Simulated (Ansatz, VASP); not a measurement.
# WS2 in VASP and in Ansatz

Contents of INCAR:

```
PREC = Accurate ; ENCUT = 520
EDIFF = 1E-6 ; ISMEAR = 0
SIGMA = 0.05 ; LREAL = False
LASPH = True ; NELM = 60
ALGO = Normal ; ISIF = 2
LWAVE = False ; LCHARG = True
GGA = PS ; LELF = True
LVHAR = True ; NBANDS = 20
```

File KPOINTS:

```
regular mesh
0
Gamma
  12 12 2
```

The input POSCAR:

```
WS2
1.0
    3.1457762098      0.0000000000      0.0000000000
   -1.5728881049      2.7719977493      0.0000000000
    0.0000000000      0.0000000000     16.9534209708
W S
1 2
Direct
    0.3333333333      0.6666666667      0.0000000000
    0.6666666667      0.3333333333      0.9075761480
    0.6666666667      0.3333333333      0.0924238520
```

Input for Ansatz:

```yaml
crystal:
  lattice:
    - [3.1457762098, 0.0, 0.0]
    - [-1.5728881049, 2.7719977493, 0.0]
    - [0.0, 0.0, 16.9534209708]
  atoms:
    - { symbol: W, position: [0.3333333333, 0.6666666667, 0.0] }
    - { symbol: S, position: [0.6666666667, 0.3333333333, 0.907576148] }
    - { symbol: S, position: [0.6666666667, 0.3333333333, 0.092423852] }
basis:
  ecutwfc: 420
kpoints:
  mp_grid: { grid: [12, 12, 2] }
hamiltonian:
  xc: pbesol
scf:
  occupations: { method: gaussian, width: 0.05 }
output:
  forces: true
  stress: true
  eigenvalues: true
  write_density: true
  write_potential: true
  elf: true
  volumetric_format: npy
```

Change from the starting cell: strain +0.0175 x Voigt [0, 1, 0, 0, 0, 0], atoms carried along.

Alike in both runs: task single point; functional PBEsol; k mesh 12 × 12 × 2; occupations gaussian, width 0.05 eV; no spin polarisation.

|  | VASP | Ansatz |
| --- | --- | --- |
| version | VASP 6.6.1 | Ansatz 0.2.0 |
| potentials or method | VASP PAW PBE potentials, release 64 (W_sv, S), cutoff 520 eV | scalar-relativistic, plane waves, PAW |
| valence electrons in the cell | 26 | 26 |

Ansatz gave:

```
gap on the k mesh at the Fermi level (eV) : 1.84
least direct gap on the mesh (eV)         : 1.84
rms of the force components (eV/Å)        : 0.105
```

**Question.** Which values does VASP return?

**Answer.** gap on the k mesh at the Fermi level (eV): 1.84; least direct gap on the mesh (eV): 1.84; rms of the force components (eV/Å): 0.096.

VASP's potentials were made for PBE, not for PBEsol. Atom by atom the forces differ by 0.010 eV/Å (rms over components). Ansatz's warnings: xc potential rough in thin density.

Spin-orbit coupling is off throughout.
